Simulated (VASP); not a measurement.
Runs of VASP 6.6.1 on Te. The structure is trigonal, space group R-3m (No. 166). Conventional cell: a = 4.612 Å, b = 4.612 Å, c = 5.073 Å, α = 90.00°, β = 90.00°, γ = 120.00°. Within 4.2 Å of Te (site symmetry -3m) lie 6 Te at 3.15 Å. 

```tsv
k mesh	gap on the mesh (eV)	pressure (GPa)
4 × 4 × 4	none	-2.4
6 × 6 × 6	none	-1.5
7 × 7 × 7	none	(a)
3 × 3 × 3	none	-6.7
```

Alike in all rows: task single point; level LDA; potentials or basis VASP PAW LDA potentials, release 64 (Te); no spin polarisation; cell as given; cutoff (eV) 500; smearing fermi-dirac 0.1 eV.

Q: Estimate the missing entries.

A: (a) -1.3.

Caveats: some runs use coarse meshes; spin-orbit coupling is left out, which moves the levels of the heavy elements.

A k mesh can miss the band edges, and the runs leave out spin-orbit coupling on Te.

A gap of «none» marks levels without a gap at the run's occupations.
